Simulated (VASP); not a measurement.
ZnS:

```
Zn S
1.0
     0.00000    2.70200    2.70200
     2.70200    0.00000    2.70200
     2.70200    2.70200    0.00000
Zn S
1 1
Direct
  0.25000 0.25000 0.25000
  0.00000 0.00000 0.00000
```

Base run:

```yaml
Program: VASP 6.6.1
Functional: PBE
Potentials_or_basis: VASP PAW PBE potentials, release 64 (Zn, S)
Cutoff: 500 eV
k_mesh: 7 × 7 × 7
Occupations: gaussian, width 0.01 eV
Spin: no spin polarisation
```

Its results: band gap on the k mesh 2.11 eV, direct; pressure 1.8 GPa.

Question: The run is repeated on the same cell with these changes: k mesh from 7 × 7 × 7 to 3 × 3 × 3. What comes out?

Answer: Band gap on the k mesh 2.08 eV, direct; pressure 3.0 GPa.

Caveats: some runs use coarse meshes.

